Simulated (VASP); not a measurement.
Input of a VASP 6.6.1 run:

The input POSCAR:

```
Pt
1.0
   -1.5911037439      1.5911037439      1.5911037439
    1.5911037439     -1.5911037439      1.5911037439
    1.5911037439      1.5911037439     -1.5911037439
Pt
1
Direct
    0.0000000000      0.0000000000      0.0000000000
```

File INCAR.step1:

```
ALGO     = Normal         # electronic algorithm
EDIFF    = 1E-4           # SCF threshold, eV
ENCUT    = 520            # plane-wave cutoff, eV
GGA      = PE             # functional
ISMEAR   = -1             # smearing method
LASPH    = True           # aspherical terms in the spheres
LCHARG   = False          # write CHGCAR
LREAL    = False          # projectors in reciprocal space
LWAVE    = True           # write WAVECAR
NBANDS   = 11             # bands
NELM     = 80             # most SCF steps
PREC     = Accurate       # precision mode
SIGMA    = 0.1            # smearing width, eV
```

INCAR.step2

```
ALGO     = Normal         # electronic algorithm
EDIFF    = 1E-7           # SCF threshold, eV
ENCUT    = 520            # plane-wave cutoff, eV
ISIF     = 2              # what is computed and relaxed
ISMEAR   = -1             # smearing method
ISTART   = 1            
LASPH    = True           # aspherical terms in the spheres
LCHARG   = True           # write CHGCAR
LELF     = True           # ELF
LMIXTAU  = True         
LREAL    = False          # projectors in reciprocal space
LVHAR    = True         
LWAVE    = False          # write WAVECAR
METAGGA  = R2SCAN         # meta-GGA
NBANDS   = 11             # bands
NELM     = 80             # most SCF steps
PREC     = Accurate       # precision mode
SIGMA    = 0.1            # smearing width, eV
```

The input KPOINTS:

```
k-points
0
Gamma
  16 16 16
```

Potentials or basis: VASP PAW PBE potentials, release 64 (Pt).

The run is started by

```console
$ cat potpaw_PBE.64/Pt/POTCAR > POTCAR
$ cp INCAR.step1 INCAR
$ mpirun -np 1 vasp_std > vasp.out
$ cp INCAR.step2 INCAR
$ mpirun -np 1 vasp_std > vasp.out
```

Problem. Predict the pressure.

Solution. -8.6 GPa.

Problem. Predict the band gap on the k mesh.

Solution. Zero (band 5 reaches 10.65 eV, above the bottom of band 6 at 8.40 eV).

Caveat: the PAW data sets were made with another functional, which shifts forces and pressure a little; spin-orbit coupling is left out, which moves the levels of the heavy elements.
